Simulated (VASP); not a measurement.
# Hf (Im-3m) in VASP: a series of runs

Runs on Hf. Level: PBE. Tasks: single point.

Everything below comes from runs of VASP 6.6.1. Logs are shortened: lines on timing, memory, paths and dates and some standing lists are left out, and cuts for length are marked.

## (1) The cell of the first run

The structure is cubic, space group Im-3m (No. 229). The conventional cell has a = 3.610 Å, b = 3.610 Å, c = 3.610 Å, α = 90.00°, β = 90.00°, γ = 90.00°. Hf (site symmetry m-3m) has 14 Hf at 3.13 to 3.61 Å within 4.1 Å.

This isn't the form of Hf at room conditions, which is hcp.

## (2) Single point, PBE

INCAR

```
SYSTEM = Hf
  ALGO = Normal
  EDIFF = 1E-6
  ENCUT = 500
  GGA = PE
  GGA_COMPAT = .False.
  ISIF = 2
  ISMEAR = 1
  LASPH = .True.
  LCHARG = .False.
  LREAL = .False.
  LWAVE = .False.
  NBANDS = 11
  NELM = 120
  PREC = Accurate
  SIGMA = 0.5
```

KPOINTS

```
k-points
0
Gamma
  10 10 10
  0 0 0
```

POSCAR

```
Hf
1.0
   -1.8050000000      1.8050000000      1.8050000000
    1.8050000000     -1.8050000000      1.8050000000
    1.8050000000      1.8050000000     -1.8050000000
Hf
1
Direct
    0.0000000000      0.0000000000      0.0000000000
```

Potentials or basis: VASP PAW PBE potentials, release 64 (Hf_pv).

Launch:

```console
cat potpaw_PBE.64/Hf_pv/POTCAR > POTCAR
mpirun -np 1 vasp_std > vasp.out
```

OUTCAR:

```text
SYSTEM = Hf
   EDIFF = 1E-6
   ENCUT = 500
   GGA = PE
   ISIF = 2
   ISMEAR = 1
   LASPH = .True.
   LREAL = .False.
   NELM = 120
   PREC = Accurate

 ion  position               nearest neighbor table
   1  0.000  0.000  0.000-

  LATTYP: Found a body centered cubic cell.
 ALAT       =     3.6100000000

  Lattice vectors:

 A1 = (  -1.8050000000,   1.8050000000,   1.8050000000)
 A2 = (   1.8050000000,  -1.8050000000,   1.8050000000)
 A3 = (   1.8050000000,   1.8050000000,  -1.8050000000)

Analysis of symmetry for initial positions (statically):
=====================================================================
 Subroutine PRICEL returns:
 Original cell was already a primitive cell.

 Routine SETGRP: Setting up the symmetry group for a
 body centered cubic supercell.

 Subroutine GETGRP returns: Found 48 space group operations
 (whereof 48 operations were pure point group operations)
 out of a pool of 48 trial point group operations.

The static configuration has the point symmetry O_h .

Analysis of symmetry for dynamics (positions and initial velocities):
=====================================================================
 Subroutine PRICEL returns:
 Original cell was already a primitive cell.

 Routine SETGRP: Setting up the symmetry group for a
 body centered cubic supercell.

 Subroutine GETGRP returns: Found 48 space group operations
 (whereof 48 operations were pure point group operations)
 out of a pool of 48 trial point group operations.

The dynamic configuration has the point symmetry O_h .

 Subroutine INISYM returns: Found 48 space group operations
 (whereof 48 operations are pure point group operations),
 and found     1 'primitive' translations

----------------------------------------------------------------------------------------

                                     Primitive cell

  volume of cell :      23.5229

  direct lattice vectors                    reciprocal lattice vectors
    -1.805000000  1.805000000  1.805000000     0.000000000  0.277008310  0.277008310
     1.805000000 -1.805000000  1.805000000     0.277008310  0.000000000  0.277008310
     1.805000000  1.805000000 -1.805000000     0.277008310  0.277008310  0.000000000

  length of vectors
     3.126351708  3.126351708  3.126351708     0.391748909  0.391748909  0.391748909

  position of ions in fractional coordinates (direct lattice)
     0.000000000  0.000000000  0.000000000

  ion indices of the primitive-cell ions
   primitive index   ion index
                 1           1

----------------------------------------------------------------------------------------

 KPOINTS: k-points

Automatic generation of k-mesh.
 Grid dimensions read from file:
 generate k-points for:   10   10   10

 Generating k-lattice:

  Cartesian coordinates                     Fractional coordinates (reciprocal lattice)
     0.000000000  0.027700831  0.027700831     0.100000000  0.000000000  0.000000000
     0.027700831  0.000000000  0.027700831     0.000000000  0.100000000  0.000000000
     0.027700831  0.027700831  0.000000000     0.000000000  0.000000000  0.100000000

  Length of vectors
     0.039174891  0.039174891  0.039174891

  Shift w.r.t. Gamma in fractional coordinates (k-lattice)
     0.000000000  0.000000000  0.000000000

 Subroutine IBZKPT returns following result:
 ===========================================

 Found     47 irreducible k-points:

 Following reciprocal coordinates:
            Coordinates               Weight
  0.000000  0.000000  0.000000      1.000000
  0.100000  0.000000  0.000000     12.000000
  0.200000  0.000000  0.000000     12.000000
  0.300000  0.000000  0.000000     12.000000
  0.400000  0.000000  0.000000     12.000000
  0.500000  0.000000  0.000000      6.000000
[... 16 lines left out ...]
  0.300000  0.300000  0.100000      8.000000
 -0.300000  0.300000  0.100000     24.000000
 [... further k-points ...]
   k-points           NKPTS =     47   k-points in BZ     NKDIM =     47   number of bands    NBANDS=     11
   number of dos      NEDOS =    301   number of ions     NIONS =      1
   total plane-waves  NPLWV =  13824
   dimension x,y,z NGX =    24 NGY =   24 NGZ =   24
   dimension x,y,z NGXF=    48 NGYF=   48 NGZF=   48
   ions per type =               1
   NGX,Y,Z   is equivalent  to a cutoff of  12.76, 12.76, 12.76 a.u.
   NGXF,Y,Z  is equivalent  to a cutoff of  25.52, 25.52, 25.52 a.u.
 SYSTEM =  Hf
   PREC   = accura    normal or accurate (medium, high low for compatibility)
   ISTART =      0    job   : 0-new  1-cont  2-samecut
   ICHARG =      2    charge: 1-file 2-atom 10-const
   ISPIN  =      1    spin polarized calculation?
   LNONCOLLINEAR =      F non collinear calculations
   LSORBIT =      F    spin-orbit coupling
   LASPH  =      T    aspherical Exc in radial PAW
   ENCUT  =  500.0 eV  36.75 Ry    6.06 a.u.   5.70  5.70  5.70*2*pi/ulx,y,z
   NELM   =    120;   NELMIN=  2; NELMDL= -5     # of ELM steps
   EDIFF  = 0.1E-05   stopping-criterion for ELM
   LREAL  =      F    real-space projection
   EDIFFG = 0.1E-04   stopping-criterion for IOM
   NSW    =      0    number of steps for IOM
   IBRION =     -1    ionic relax: 0-MD 1-quasi-New 2-CG
   NFREE  =      0    steps in history (QN), initial steepest desc. (CG)
   ISIF   =      2    stress and relaxation
   ISYM   =      2    0-nonsym 1-usesym 2-fastsym
   POTIM  = 0.5000    time-step for ionic-motion
   TEBEG  =    0.0;   TEEND  =   0.0 temperature during run
   PSTRESS=    0.0 pullay stress
   NELECT =      10.0000    total number of electrons
   NUPDOWN=      -1.0000    fix difference up-down
   EMIN   =  10.00;   EMAX   =-10.00  energy-range for DOS
   EFERMI =   0.00;   METHOD = LEGACY
   ISMEAR =     1;   SIGMA  =   0.50  broadening in eV -4-tet -1-fermi 0-gaus
   EFERMI_NEDOS =   21; number of points for ismear=-14 and -15
   IALGO  =     38    algorithm
   IMIX   =      4    mixing-type and parameters
     AMIX     =   0.40;   BMIX     =  1.00
     AMIX_MAG =   1.60;   BMIX_MAG =  1.00
  volume/ion in A,a.u.               =      23.52       158.74
  Fermi-wavevector in a.u.,A,eV,Ry     =   1.230961  2.326179 20.616432  1.515265
  Thomas-Fermi vector in A             =   2.365789
   LORBIT       =      0    0 simple, 1 ext, 2 COOP (PROOUT), +10 PAW based schemes
   GGA     = PE    functional components
   LHFCALC =     F    Hartree Fock is set to
   AEXX    =    0.0000 exact exchange contribution
   IVDW    =     0    specifies the selected vdW correction
   LEPSILON=     F    determine dielectric tensor
   LRPA    =     F    only Hartree local field effects (RPA)
 non-spin polarized calculation
 Methfessel and Paxton  Order N= 1 SIGMA  =   0.50
  energy-cutoff  :      500.00
  volume of cell :       23.52
 maximum number of plane-waves:       616
   NGX = 11   NGY = 11   NGZ = 11

 number of electron      10.0000001 magnetization

 Free energy of the ion-electron system (eV)
  ---------------------------------------------------
  ext. energy  EPLUGINS =         0.00000000
  ---------------------------------------------------
  free energy    TOTEN  =        -9.72507941 eV

  energy without entropy =       -9.70164847  energy(sigma->0) =       -9.71726910

 E-fermi :   4.2410     XC(G=0): -11.0590

 val. band max:        4.1925386104   @ k =   0.3000   0.1000   0.1000
 cond. band min:       4.2473347761   @ k =   0.3000   0.2000  -0.0000
 fundamental gap:      0.0547961657
 Fermi energy:         4.2410125172

 k-point     1 :       0.0000    0.0000    0.0000
  band No.  band energies     occupation
      1     -25.7930      2.00000
      2     -25.7930      2.00000
      3     -25.7930      2.00000
      4      -2.6290      2.00000
      5       5.7271     -0.00022
      6       5.7271     -0.00022
      7       5.7271     -0.00022
      8       8.3643     -0.00000
      9       8.3643     -0.00000
     10      17.2905      0.00000
     11      17.2905      0.00000

 k-point     2 :       0.1000    0.0000    0.0000
  band No.  band energies     occupation
      1     -25.8626      2.00000
      2     -25.8151      2.00000
      3     -25.7932      2.00000
      4      -2.2839      2.00000
      5       5.4924     -0.00229
      6       5.6175     -0.00070
      7       6.0671     -0.00000
      8       8.0326     -0.00000
      9       8.3650     -0.00000
     10      17.3155      0.00000
     11      17.5901      0.00000

 k-point     3 :       0.2000    0.0000    0.0000
  band No.  band energies     occupation
      1     -26.0408      2.00000
      2     -25.8724      2.00000
      3     -25.7937      2.00000
      4      -1.3373      2.00000
      5       4.9484     -0.06244
      6       5.1213     -0.03199
      7       7.0575     -0.00000
      8       7.7938     -0.00000
      9       8.4246     -0.00000
     10      17.3078      0.00000
     11      17.7579      0.00000

 k-point     4 :       0.3000    0.0000    0.0000
  band No.  band energies     occupation
      1     -26.2532      2.00000
      2     -25.9424      2.00000
      3     -25.7943      2.00000
      4      -0.1042      2.00000
      5       4.3770      0.55789
      6       4.5642      0.12052
      7       8.0350     -0.00000
      8       8.5928     -0.00000
      9       8.6286     -0.00000
     10      16.5061      0.00000
     11      16.8086      0.00000
[... 239 lines left out ...]
 k-point    22 :      -0.2000    0.2000    0.1000
  band No.  band energies     occupation
      1     -26.0411      2.00000
      2     -25.8957      2.00000
      3     -25.8484      2.00000
      4      -1.0201      2.00000
      5       5.2138     -0.01898
      6       5.2173     -0.01858
      7       6.7452     -0.00000
      8       6.9459     -0.00000
      9       9.0043     -0.00000
     10      17.3006      0.00000
     11      17.9403      0.00000

 k-point    23 :       0.3000    0.3000    0.1000
  band No.  band energies     occupation
      1     -26.2294      2.00000
      2     -26.2294      2.00000
      3     -25.9392      2.00000
      4       2.9234      2.00124
      5       3.7604      2.04124
      6       3.7604      2.04124
      7       9.0567     -0.00000
      8       9.0567     -0.00000
      9      10.3024     -0.00000
     10      14.4695      0.00000
     11      14.4695      0.00000

 k-point    24 :      -0.3000    0.3000    0.1000
  band No.  band energies     occupation
      1     -26.2436      2.00000
      2     -25.9667      2.00000
      3     -25.8465      2.00000
      4       0.1978      2.00000
      5       4.4715      0.30425
      6       4.6872     -0.02011
      7       7.1104     -0.00000
      8       8.4756     -0.00000
      9       9.0935     -0.00000
     10      15.9414      0.00000
     11      17.3157      0.00000

 [... further k-points ...]
[... 5 lines left out ...]
  --------------------------------------------------------------------------------------
  -------------------------------------------------------------------------------------
  Total       -0.7447787     -0.7447787     -0.7447787      0.0000000      0.0000000      0.0000000
  in kB      -50.7278254    -50.7278254    -50.7278254      0.0000000      0.0000000      0.0000000
  external PRESSURE =     -50.7278254 kB  Pullay stress =       0.0000000 kB

 VOLUME and BASIS-vectors are now :
 -----------------------------------------------------------------------------
  energy-cutoff  :      500.00
  volume of cell :       23.52
      direct lattice vectors                 reciprocal lattice vectors
    -1.805000000  1.805000000  1.805000000     0.000000000  0.277008310  0.277008310
     1.805000000 -1.805000000  1.805000000     0.277008310  0.000000000  0.277008310
     1.805000000  1.805000000 -1.805000000     0.277008310  0.277008310  0.000000000

 POSITION                                       TOTAL-FORCE (eV/Angst)
 -----------------------------------------------------------------------------------
      0.00000      0.00000      0.00000         0.000000      0.000000      0.000000
 -----------------------------------------------------------------------------------
    total drift:                               -0.000000     -0.000000     -0.000000

  FREE ENERGIE OF THE ION-ELECTRON SYSTEM (eV)
  ---------------------------------------------------
  free  energy   TOTEN  =        -9.7250794120 eV

  energy  without entropy=       -9.7016484712  energy(sigma->0) =       -9.71726910
```

It took 7.6 s on 1 thread of AMD EPYC 7R13 (Zen 3), shared host; peak memory 0.11 GiB.

Results:

```
Free energy            : -9.7251 eV
Pressure               : -5.1 GPa
Band gap on the k mesh : zero (bands 5 and 6 overlap by 2.19 eV)
```

Levels at points of the mesh, in eV from the Fermi level:
| k point | band 2 | band 3 | band 4 | band 5 | band 6 | band 7 | band 8 | band 9 |
| --- | --- | --- | --- | --- | --- | --- | --- | --- |
| (0.00, 0.00, 0.00) | -30.03 | -30.03 | -6.87 | 1.49 | 1.49 | 1.49 | 4.12 | 4.12 |
| (0.50, 0.00, 0.00) | -30.26 | -30.04 | -3.22 | -0.41 | 0.89 | 3.93 | 4.88 | 7.17 |
| (0.50, 0.50, 0.50) | -30.52 | -30.52 | -2.36 | -2.36 | 6.40 | 6.40 | 6.40 | 6.84 |

Caveat: the cell stands under tension; spin-orbit coupling is left out, which moves the levels of the heavy elements.

(Continued in part 2 of 2.)

The gap in the log of VASP goes by the Fermi energy; the results here count the filled bands.